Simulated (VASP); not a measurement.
LiCl:

```xyz
2
Lattice="0.0000 2.5648 2.5648 2.5648 0.0000 2.5648 2.5648 2.5648 0.0000" Properties=species:S:1:pos:R:3 pbc="T T T"
Cl    2.5648    2.5648    2.5648
Li    0.0000    0.0000    0.0000
```

- Program: VASP 6.6.1
- Task: relaxation of cell and atoms
- Functional: LDA
- Potentials or basis: VASP PAW LDA potentials, release 64 (Cl, Li_sv)
- Cutoff: 600 eV
- k mesh: 9 × 9 × 9
- Occupations: fermi-dirac, width 0.05 eV
- Spin: no spin polarisation

At the start: pressure -3.3 GPa; volume 16.87 Å³/atom.

Task: Where does the relaxation end?

Result: Over 4 steps the energy falls by 18.2 meV/atom and the volume is 15.25 Å³/atom (-9.6 %); space group Fm-3m (No. 225, to 0.05 Å).

Step by step:
```csv
step,energy change (eV),largest force (eV/Å),pressure (GPa),volume (Å³)
1,0.0000,0.0000,-3.30,33.74
2,-0.0271,0.0000,-1.83,32.08
3,-0.0362,0.0000,-0.24,30.70
4,-0.0364,0.0000,0.02,30.51
```

Final structure:
```
Cl Li
1.0
     0.00000    2.48000    2.48000
     2.48000    0.00000    2.48000
     2.48000    2.48000    0.00000
Cl Li
1 1
Direct
  0.50000 0.50000 0.50000
  0.00000 0.00000 0.00000
```

Caveat: the cutoff is under 1.25 times the usual one of these potentials, so pressure, stress and relaxed cells hold a basis-set (Pulay) error.
